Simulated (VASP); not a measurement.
Here is a VASP 6.6.1 calculation.

The input POSCAR:

```
Cu
1.0
   -1.4539857600      1.4643106900      1.3739820400
    1.4487133000     -1.4679854000      1.3723068300
    1.4251542200      1.4391538600     -1.3778349000
Cu
1
Direct
    0.0000000000      0.0000000000      0.0000000000
```

INCAR.step1

```
SYSTEM = Cu
ALGO = Normal ; EDIFF = 1E-4
ENCUT = 520 ; GGA = PE
ISMEAR = -1 ; LASPH = .True.
LCHARG = .False. ; LREAL = .False.
LWAVE = .True. ; NBANDS = 12
NELM = 60 ; PREC = Accurate
SIGMA = 0.05
```

Contents of INCAR.step2:

```
SYSTEM = Cu
ALGO = Normal ; EDIFF = 1E-7
ENCUT = 520 ; ISIF = 2
ISMEAR = -1 ; ISTART = 1
LASPH = .True. ; LCHARG = .False.
LMIXTAU = .True. ; LREAL = .False.
LWAVE = .False. ; METAGGA = R2SCAN
NBANDS = 12 ; NELM = 60
PREC = Accurate ; SIGMA = 0.05
```

Contents of KPOINTS:

```
k-points
0
Gamma
  12 12 12
  0 0 0
```

Potentials or basis: VASP PAW PBE potentials, release 64 (Cu).

Launch:

```console
$ cat potpaw_PBE.64/Cu/POTCAR > POTCAR
$ cp INCAR.step1 INCAR
$ mpirun -np 1 vasp_std > vasp.out
$ cp INCAR.step2 INCAR
$ mpirun -np 1 vasp_std > vasp.out
```

(1) Predict the band gap on the k mesh.

(2) What does it give for the pressure?

## Answers

(1) zero (an odd number of electrons rules out a gap without spin polarisation).

(2) 0.9 GPa.

Caveat: the PAW data sets were made with another functional, which shifts forces and pressure a little.
